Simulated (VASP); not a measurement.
# Ta2Si (I4/mcm) in VASP: notebook

Ta2Si is run at these levels: r2SCAN; tasks: single point.

Program: VASP 6.6.1. These are calculated values, not measurements. Logs are shortened: lines on timing, memory, paths and dates and some standing lists are left out, and cuts for length are marked.

**1. The cell of the first run**

Symmetry: I4/mcm, No. 140, tetragonal system. The conventional cell has a = 6.127 Å, b = 6.127 Å, c = 5.012 Å, α = 90.00°, β = 90.00°, γ = 90.00°. Ta (site symmetry m2m) has 4 Si at 2.61 Å and 11 Ta at 2.83 to 3.24 Å within 3.4 Å. Within 3.3 Å of Si (site symmetry 422) lie 2 Si at 2.51 Å and 8 Ta at 2.61 Å.

**2. Single point, r2SCAN**

The input, POSCAR:

```
Ta2Si
1.0
   -3.0633450660      3.0633450660      2.5059794838
    3.0633450660     -3.0633450660      2.5059794838
    3.0633450660      3.0633450660     -2.5059794838
Ta Si
4 2
Direct
    0.6633161697      0.8366838303      0.5000000000
    0.8366838303      0.3366838303      0.1733676607
    0.3366838303      0.1633161697      0.5000000000
    0.1633161697      0.6633161697      0.8266323393
    0.2500000000      0.2500000000      0.0000000000
    0.7500000000      0.7500000000      0.0000000000
```

The input, INCAR.step1:

```
SYSTEM = Ta2Si
PREC     = Accurate       ! precision mode
ENCUT    = 520            ! plane-wave cutoff, eV
ISMEAR   = 0              ! smearing method
SIGMA    = 0.1            ! smearing width, eV
LREAL    = .FALSE.        ! projectors in reciprocal space
LASPH    = .TRUE.         ! aspherical terms in the spheres
NELM     = 100            ! most SCF steps
NBANDS   = 35             ! bands
GGA      = PE             ! functional
ALGO     = Normal         ! electronic algorithm
EDIFF    = 1E-4           ! SCF threshold, eV
LWAVE    = .TRUE.         ! write WAVECAR
LCHARG   = .FALSE.        ! write CHGCAR
```

The input, INCAR.step2:

```
SYSTEM = Ta2Si
PREC     = Accurate       ! precision mode
ENCUT    = 520            ! plane-wave cutoff, eV
EDIFF    = 1E-6           ! SCF threshold, eV
ISMEAR   = 0              ! smearing method
SIGMA    = 0.1            ! smearing width, eV
LREAL    = .FALSE.        ! projectors in reciprocal space
LASPH    = .TRUE.         ! aspherical terms in the spheres
NELM     = 100            ! most SCF steps
ALGO     = Normal         ! electronic algorithm
ISIF     = 2              ! what is computed and relaxed
LWAVE    = .FALSE.        ! write WAVECAR
LCHARG   = .FALSE.        ! write CHGCAR
METAGGA  = R2SCAN         ! meta-GGA
LMIXTAU  = .TRUE.       
NBANDS   = 35             ! bands
ISTART   = 1
```

The input, KPOINTS:

```
regular mesh
0
G
  10 10 10
  0 0 0
```

Potentials or basis: VASP PAW PBE potentials, release 64 (Ta_pv, Si).

Launch:

```
> cat potpaw_PBE.64/Ta_pv/POTCAR potpaw_PBE.64/Si/POTCAR > POTCAR
> cp INCAR.step1 INCAR
> mpirun -np 1 vasp_std > vasp.out
> cp INCAR.step2 INCAR
> mpirun -np 1 vasp_std > vasp.out
```

OUTCAR:

```text
SYSTEM = Ta2Si
   PREC = Accurate
   ENCUT = 520
   EDIFF = 1E-6
   ISMEAR = 0
   LREAL = .FALSE.
   LASPH = .TRUE.
   NELM = 100
   ISIF = 2
   METAGGA = R2SCAN
   ISTART = 1

 ion  position               nearest neighbor table
   1  0.663  0.837  0.500-   5 2.61   6 2.61   6 2.61   5 2.61   3 2.83   3 2.92   3 2.92   2 3.21
                             4 3.21   4 3.21   2 3.21   4 3.24   2 3.24   4 3.24   2 3.24
   2  0.837  0.337  0.173-   6 2.61   5 2.61   5 2.61   6 2.61   4 2.83   4 2.92   4 2.92   1 3.21
                             3 3.21   3 3.21   1 3.21   1 3.24   3 3.24   3 3.24   1 3.24
   3  0.337  0.163  0.500-   6 2.61   5 2.61   5 2.61   6 2.61   1 2.83   1 2.92   1 2.92   2 3.21
                             4 3.21   4 3.21   2 3.21   4 3.24   2 3.24   2 3.24   4 3.24
   4  0.163  0.663  0.827-   6 2.61   5 2.61   5 2.61   6 2.61   2 2.83   2 2.92   2 2.92   3 3.21
                             1 3.21   1 3.21   3 3.21   3 3.24   1 3.24   1 3.24   3 3.24
   5  0.250  0.250  0.000-   6 2.51   6 2.51   1 2.61   3 2.61   1 2.61   3 2.61   2 2.61   4 2.61
                             4 2.61   2 2.61
   6  0.750  0.750  0.000-   5 2.51   5 2.51   3 2.61   1 2.61   3 2.61   1 2.61   4 2.61   2 2.61
                             4 2.61   2 2.61

  LATTYP: Found a body centered tetragonal cell.
 ALAT       =     6.1266901320
 C/A-ratio  =     0.8180532816

  Lattice vectors:

 A1 = (  -3.0633450660,   3.0633450660,   2.5059794838)
 A2 = (   3.0633450660,  -3.0633450660,   2.5059794838)
 A3 = (   3.0633450660,   3.0633450660,  -2.5059794838)

Analysis of symmetry for initial positions (statically):
=====================================================================
 Subroutine PRICEL returns:
 Original cell was already a primitive cell.

 Routine SETGRP: Setting up the symmetry group for a
 body centered tetragonal supercell.

 Subroutine GETGRP returns: Found 16 space group operations
 (whereof  8 operations were pure point group operations)
 out of a pool of 16 trial point group operations.

The static configuration has the point symmetry C_4h.
 The point group associated with its full space group is D_4h.

Analysis of symmetry for dynamics (positions and initial velocities):
=====================================================================
 Subroutine PRICEL returns:
 Original cell was already a primitive cell.

 Routine SETGRP: Setting up the symmetry group for a
 body centered tetragonal supercell.

 Subroutine GETGRP returns: Found 16 space group operations
 (whereof  8 operations were pure point group operations)
 out of a pool of 16 trial point group operations.

The dynamic configuration has the point symmetry C_4h.
 The point group associated with its full space group is D_4h.

[... 107 lines left out ...]
   LREAL  =      F    real-space projection
   EDIFFG = 0.1E-04   stopping-criterion for IOM
   NSW    =      0    number of steps for IOM
   IBRION =     -1    ionic relax: 0-MD 1-quasi-New 2-CG
   NFREE  =      0    steps in history (QN), initial steepest desc. (CG)
   ISIF   =      2    stress and relaxation
   ISYM   =      2    0-nonsym 1-usesym 2-fastsym
   POTIM  = 0.5000    time-step for ionic-motion
   TEBEG  =    0.0;   TEEND  =   0.0 temperature during run
   PSTRESS=    0.0 pullay stress
   NELECT =      52.0000    total number of electrons
   NUPDOWN=      -1.0000    fix difference up-down
   EMIN   =  10.00;   EMAX   =-10.00  energy-range for DOS
   EFERMI =   0.00;   METHOD = LEGACY
   ISMEAR =     0;   SIGMA  =   0.10  broadening in eV -4-tet -1-fermi 0-gaus
   EFERMI_NEDOS =   21; number of points for ismear=-14 and -15
   IALGO  =     38    algorithm
   IMIX   =      4    mixing-type and parameters
     AMIX     =   0.40;   BMIX     =  1.00
     AMIX_MAG =   1.60;   BMIX_MAG =  1.00
  volume/ion in A,a.u.               =      15.68       105.80
  Fermi-wavevector in a.u.,A,eV,Ry     =   1.343588  2.539013 24.561633  1.805229
  Thomas-Fermi vector in A             =   2.471650
   LORBIT       =      0    0 simple, 1 ext, 2 COOP (PROOUT), +10 PAW based schemes
   METAGGA = R2SCAN    functional components
   LHFCALC =     F    Hartree Fock is set to
   AEXX    =    0.0000 exact exchange contribution
   IVDW    =     0    specifies the selected vdW correction
   LEPSILON=     F    determine dielectric tensor
   LRPA    =     F    only Hartree local field effects (RPA)
 non-spin polarized calculation
 Gauss-broadening in eV      SIGMA  =   0.10
  energy-cutoff  :      520.00
  volume of cell :       94.07
 maximum number of plane-waves:      2560
 NGX is ok and might be reduce to    40
   NGX = 19   NGY = 19   NGZ = 19

 number of electron      52.0000001 magnetization

 Free energy of the ion-electron system (eV)
  ---------------------------------------------------
  ext. energy  EPLUGINS =         0.00000000
  ---------------------------------------------------
  free energy    TOTEN  =      -215.45298754 eV

  energy without entropy =     -215.43838424  energy(sigma->0) =     -215.44568589

 E-fermi :   7.7094     XC(G=0): -13.6125

 val. band max:        7.7075762471   @ k =   0.5000   0.5000   0.2000
 cond. band min:       7.7136521280   @ k =  -0.1000  -0.4000   0.1000
 fundamental gap:      0.0060758809
 Fermi energy:         7.7093801968

 k-point     1 :       0.0000    0.0000    0.0000
  band No.  band energies     occupation
      1     -28.0575      2.00000
      2     -28.0466      2.00000
      3     -28.0466      2.00000
      4     -27.9935      2.00000
      5     -27.9935      2.00000
      6     -27.9623      2.00000
[... 901 lines left out ...]
     34      11.8645      0.00000
     35      12.2986      0.00000

 [... further k-points ...]
[... 5 lines left out ...]
  --------------------------------------------------------------------------------------
  -------------------------------------------------------------------------------------
  Total        3.2266418      3.2266418      3.2095613      0.0000000      0.0000000      0.0000000
  in kB       54.9581366     54.9581366     54.6672101      0.0000000      0.0000000      0.0000000
  external PRESSURE =      54.8611611 kB  Pullay stress =       0.0000000 kB

 VOLUME and BASIS-vectors are now :
 -----------------------------------------------------------------------------
  energy-cutoff  :      520.00
  volume of cell :       94.07
      direct lattice vectors                 reciprocal lattice vectors
    -3.063345066  3.063345066  2.505979484     0.000000000  0.163220267  0.199522783
     3.063345066 -3.063345066  2.505979484     0.163220267  0.000000000  0.199522783
     3.063345066  3.063345066 -2.505979484     0.163220267  0.163220267  0.000000000

 POSITION                                       TOTAL-FORCE (eV/Angst)
 -----------------------------------------------------------------------------------
      2.06276      1.00059      2.50598        -0.002649      0.002649     -0.000000
     -1.00059      2.06276      2.50598        -0.002649     -0.002649      0.000000
      1.00059      2.06276      0.00000         0.002649     -0.002649     -0.000000
      4.06393      1.00059      0.00000         0.002649      0.002649     -0.000000
      0.00000      0.00000      1.25299         0.000000      0.000000      0.000000
      0.00000      0.00000      3.75897         0.000000     -0.000000      0.000000
 -----------------------------------------------------------------------------------
    total drift:                                0.000000      0.000000     -0.000000

  FREE ENERGIE OF THE ION-ELECTRON SYSTEM (eV)
  ---------------------------------------------------
  free  energy   TOTEN  =      -215.4529875400 eV

  energy  without entropy=     -215.4383842431  energy(sigma->0) =     -215.44568589
```

OUTCAR.step1:

```text
SYSTEM = Ta2Si
   PREC = Accurate
   ENCUT = 520
   ISMEAR = 0
   LREAL = .FALSE.
   LASPH = .TRUE.
[... 1158 lines left out ...]
      4.06393      1.00059      0.00000        -0.052159     -0.052159     -0.000000
      0.00000      0.00000      1.25299         0.000000      0.000000      0.000000
      0.00000      0.00000      3.75897         0.000000     -0.000000      0.000000
 -----------------------------------------------------------------------------------
    total drift:                                0.000000      0.000000     -0.000000

  FREE ENERGIE OF THE ION-ELECTRON SYSTEM (eV)
  ---------------------------------------------------
  free  energy   TOTEN  =       -61.3672716929 eV

  energy  without entropy=      -61.3518949360  energy(sigma->0) =      -61.35958331
```

Run time: 18 min. Hardware: 1 thread of AMD EPYC 9R45 (Zen 5), shared host; peak memory 0.4 GiB.

What came out:

```
Free energy            : -215.4530 eV
Pressure               : 5.5 GPa
Largest force          : 0.004 eV/Å
Band gap on the k mesh : zero (band 26 reaches 8.14 eV, above the bottom of band 27 at 7.30 eV)
```

Forces in eV/Å, atoms in the order of the input:
```
Ta  -0.003  0.003  0.000
Ta  -0.003 -0.003  0.000
Ta   0.003 -0.003  0.000
Ta   0.003  0.003  0.000
Si   0.000  0.000  0.000
Si   0.000  0.000  0.000
```

Levels at points of the mesh, in eV from the Fermi level:
```
           k point  band 22  band 23  band 24  band 25  band 26  band 27  band 28  band 29  band 30  band 31
(0.00, 0.00, 0.00)    -2.77    -2.73    -2.23     0.23     0.28     1.02     1.48     1.48     1.72     1.72
(0.50, 0.00, 0.00)    -2.21    -2.13    -2.13    -1.20    -1.20     0.77     0.77     2.08     2.08     3.02
(0.50, 0.50, 0.00)    -2.37    -2.17    -1.63    -0.17     0.02     0.11     0.69     1.48     1.98     3.53
(0.50, 0.50, 0.50)    -1.59    -1.14    -1.14    -1.11    -1.11    -0.23     0.32     0.80     0.80     3.03
```

Caveat: the PAW data sets were made with another functional, which shifts forces and pressure a little; spin-orbit coupling is left out, which moves the levels of the heavy elements.

**3. Single point, r2SCAN (volume scaled by 0.97, then relaxed in part)**

The input, POSCAR:

```
Ta2Si
1.0
   -3.0537088573      3.0537088573      2.4979709442
    3.0537088573     -3.0537088573      2.4979709442
    3.0537088573      3.0537088573     -2.4979709442
Ta Si
4 2
Direct
    0.6631988708      0.8368011292      0.5000000000
    0.8368011292      0.3368011292      0.1736022583
    0.3368011292      0.1631988708      0.5000000000
    0.1631988708      0.6631988708      0.8263977417
    0.2500000000      0.2500000000      0.0000000000
    0.7500000000      0.7500000000      0.0000000000
```

The input, INCAR.step1:

```
SYSTEM = Ta2Si
  PREC = Accurate
  ENCUT = 520
  ISMEAR = 0
  SIGMA = 0.1
  LREAL = .FALSE.
  LASPH = .TRUE.
  NELM = 80
  NBANDS = 35
  GGA = PE
  ALGO = Normal
  EDIFF = 1E-4
  LWAVE = .TRUE.
  LCHARG = .FALSE.
```

The input, INCAR.step2:

```
SYSTEM = Ta2Si
  PREC = Accurate
  ENCUT = 520
  EDIFF = 1E-6
  ISMEAR = 0
  SIGMA = 0.1
  LREAL = .FALSE.
  LASPH = .TRUE.
  NELM = 80
  ALGO = Normal
  ISIF = 2
  LWAVE = .FALSE.
  LCHARG = .TRUE.
  METAGGA = R2SCAN
  LMIXTAU = .TRUE.
  LELF = .TRUE.
  LVHAR = .TRUE.
  NBANDS = 35
  ISTART = 1
```

KPOINTS is that of step 2.

Potentials or basis: VASP PAW PBE potentials, release 64 (Ta_pv, Si).

Launch:

```
> cat potpaw_PBE.64/Ta_pv/POTCAR potpaw_PBE.64/Si/POTCAR > POTCAR
> cp INCAR.step1 INCAR
> mpirun -np 1 vasp_std > vasp.out
> cp INCAR.step2 INCAR
> mpirun -np 1 vasp_std > vasp.out
```

Wall time 12 min (1 thread of Intel Xeon Platinum 8559C (Emerald Rapids), shared host); peak memory 0.43 GiB.

The run converged. Its results:

```yaml
Free_energy: -215.4157 eV
Pressure: 7.9 GPa
Largest_force: 0.006 eV/Å
Band_gap_on_the_k_mesh: zero (band 26 reaches 8.24 eV, above the bottom of band 27 at 7.38 eV)
```

Forces on the atoms (eV/Å):
```
Ta  -0.004  0.004  0.000
Ta  -0.004 -0.004  0.000
Ta   0.004 -0.004  0.000
Ta   0.004  0.004  0.000
Si   0.000  0.000  0.000
Si   0.000  0.000  0.000
```

Levels at points of the mesh, in eV from the Fermi level:
```tsv
k point	band 24	band 25	band 26	band 27	band 28	band 29
(0.00, 0.00, 0.00)	-2.24	0.23	0.29	1.03	1.49	1.49
(0.50, 0.00, 0.00)	-2.15	-1.20	-1.20	0.77	0.77	2.10
(0.50, 0.50, 0.00)	-1.63	-0.18	0.02	0.11	0.69	1.50
(0.50, 0.50, 0.50)	-1.16	-1.13	-1.13	-0.25	0.31	0.80
```

Caveat: the PAW data sets were made with another functional, which shifts forces and pressure a little; spin-orbit coupling is left out, which moves the levels of the heavy elements.
